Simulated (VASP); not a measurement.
Sb:

```
CELL_PARAMETERS angstrom
0.00000 3.40000 3.40000
3.40000 0.00000 3.40000
3.40000 3.40000 0.00000
ATOMIC_POSITIONS crystal
Sb 0.00000 0.00000 0.00000
Sb 0.25000 0.25000 0.25000
```

This isn't the form of Sb at room conditions, which is rhombohedral.

- Program: VASP 6.6.1
- Task: relaxation of cell and atoms
- Functional: PBEsol
- Potentials or basis: VASP PAW PBE potentials, release 64 (Sb)
- Cutoff: 600 eV
- k mesh: 11 × 11 × 11
- Occupations: fermi-dirac, width 0.1 eV
- Spin: no spin polarisation

At the start: pressure 1.2 GPa; volume 39.30 Å³/atom.

Q: How do energy, volume and symmetry change on relaxing?

A: Over 3 steps the energy falls by 4.7 meV/atom and the volume is 40.58 Å³/atom (+3.3 %); space group Fd-3m (No. 227, to 0.1 Å) before and after.

The path:
```
step  energy change (eV)  largest force (eV/Å)  pressure (GPa)  volume (Å³)
   1              0.0000                0.0000            1.20        78.61
   2             -0.0084                0.0000           -0.35        82.01
   3             -0.0093                0.0000            0.00        81.16
```

Final structure:
```cif
data_structure
_symmetry_space_group_name_H-M 'P 1'
_symmetry_Int_Tables_number 1
_cell_length_a 4.8599
_cell_length_b 4.8599
_cell_length_c 4.8599
_cell_angle_alpha 60.000
_cell_angle_beta 60.000
_cell_angle_gamma 60.000
_cell_volume 81.16
loop_
_atom_site_label
_atom_site_type_symbol
_atom_site_fract_x
_atom_site_fract_y
_atom_site_fract_z
_atom_site_occupancy
Sb1 Sb 0.00000 0.00000 0.00000 1
Sb2 Sb 0.25000 0.25000 0.25000 1
```

Caveat: the PAW data sets were made with another functional, which shifts forces and pressure a little.
